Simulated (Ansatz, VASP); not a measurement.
## One calculation of Mg2SiN2, two programs

```
CELL_PARAMETERS angstrom
3.14797 0.00000 0.00000
-1.57398 2.72622 0.00000
0.00000 0.00000 8.53500
ATOMIC_POSITIONS crystal
Mg 0.66667 0.33333 0.29172
Mg 0.33333 0.66667 0.70828
Si 0.00000 0.00000 0.00000
N 0.66667 0.33333 0.87262
N 0.33333 0.66667 0.12738
```

Change from the starting cell: species swapped into the Na2HfN2 type (P-3m1, No. 164).

Alike in both runs: task single point; functional PBE; k mesh 6 × 6 × 2; occupations gaussian, width 0.1 eV; collinear spin.

|  | VASP | Ansatz |
| --- | --- | --- |
| version | VASP 6.6.1 | Ansatz 0.2.0 |
| potentials or method | VASP PAW PBE potentials, release 64 (Mg, Si, N), cutoff 520 eV | scalar-relativistic, plane waves, PAW |
| valence electrons in the cell | 18 | 34 |

Ansatz gave:

- gap on the k mesh at the Fermi level (eV): none
- pressure (GPa): -17.2
- traceless stress, the component that is largest in VASP (GPa): 4.18
- rms of the force components (eV/Å): 0.374
- net moment per atom (μB): 0.00

Task: Which values does VASP return?

Result: gap on the k mesh at the Fermi level (eV): none; pressure (GPa): -17.3; traceless stress, the component that is largest in VASP (GPa): 4.16; rms of the force components (eV/Å): 0.361; net moment per atom (μB): 0.00.

Atom by atom the forces differ by 0.012 eV/Å (rms over components). A gap of «none» marks a metal or a gap that the smearing closes. VASP's potentials hold 18 valence electrons a cell and Ansatz's 34, so a difference there can come from the potentials and not from the codes. Ansatz's warnings: seeded moment not kept.

The k mesh is coarse, so the values compare programs but aren't converged.
